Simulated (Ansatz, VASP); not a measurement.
**CoO in VASP and in Ansatz**

INCAR

```
ALGO = Normal
EDIFF = 1E-7
ENCUT = 520
GGA = PE
ISIF = 2
ISMEAR = 0
ISPIN = 2
LASPH = True
LCHARG = False
LDAU = True
LDAUJ = 0 0
LDAUL = 2 -1
LDAUPRINT = 1
LDAUTYPE = 2
LDAUU = 4 0
LMAXMIX = 4
LORBIT = 11
LREAL = False
LWAVE = False
MAGMOM = 2 -2 0 0
NBANDS = 27
NELM = 150
PREC = Accurate
SIGMA = 0.05
```

File KPOINTS:

```
k-points
0
Gamma
  7 4 7
```

The input POSCAR:

```
CoO
1.0
    1.4281496200      2.4736276900      0.0000000000
   -4.2844488400      2.4736276900      0.0000000000
    0.0000000000      0.0000000000      2.7876065300
Co O
2 2
Direct
    0.0000000000      0.0000000000      0.0000000000
    0.5000000000      0.5000000000      0.0000000000
    0.5000000000      0.8333333333      0.5000000000
    0.0000000000      0.3333333333      0.5000000000
```

The input input.yaml:

```yaml
crystal:
  lattice:
    - [1.42814962, 2.47362769, 0.0]
    - [-4.28444884, 2.47362769, 0.0]
    - [0.0, 0.0, 2.78760653]
  atoms:
    - { symbol: Co, position: [0.0, 0.0, 0.0], spin: 2.0 }
    - { symbol: Co, position: [0.5, 0.5, 0.0], spin: -2.0 }
    - { symbol: O, position: [0.5, 0.8333333333, 0.5] }
    - { symbol: O, position: [0.0, 0.3333333333, 0.5] }
kpoints:
  mp_grid: { grid: [7, 4, 7] }
scf:
  occupations: { method: gaussian, width: 0.05 }
hamiltonian:
  xc: pbe
  pseudopotentials: { kind: all_electron, lapw: { basis_error: 0.002 } }
  hubbard:
    sites: [{ species: Co, l: d, u_eff: 4 }]
    double_counting: fll
    projectors: ortho-atomic
magnetization:
  spin_polarized: true
output:
  forces: true
  stress: true
  eigenvalues: true
```

Alike in both runs: task single point; functional PBE; k mesh 7 × 4 × 7; occupations gaussian, width 0.05 eV; collinear spin; Hubbard terms Co d U = 4.0 eV.

|  | VASP | Ansatz |
| --- | --- | --- |
| version | VASP 6.6.1 | Ansatz 0.2.0 |
| potentials or method | VASP PAW PBE potentials, release 64 (Co, O), cutoff 520 eV | all-electron LAPW, scalar-relativistic |

|  | VASP | Ansatz | Ansatz less VASP |
| --- | --- | --- | --- |
| gap on the k mesh at the Fermi level (eV) | 1.40 | 1.40 | -0.001 |
| least direct gap on the mesh (eV) | 1.46 | 1.40 | -0.063 |
| pressure (GPa) | -0.6 | 3.7 | +4.30 |
| traceless stress, the component that is largest in VASP (GPa) | -11.71 | -10.71 | +1.002 |
| rms of the force components (eV/Å) | 0.116 | 0.124 | +0.0080 |
| net moment per atom (μB) | 0.00 | 0.00 | 0.000 |
| size of the moment on the site where the two differ most (μB) | 2.68 | 2.64 | -0.033 |

Site moments also hang on the region over which each program counts them. The programs project onto different local orbitals, so the same U acts differently, and such runs can settle in different states. Atom by atom the forces differ by 0.008 eV/Å (rms over components). Ansatz ran all-electron here, and VASP with PAW potentials.

Noted on Ansatz's run: the magnetic state may not be the lowest; U is the effective U less J, on atomic orbitals that reach past the spheres.
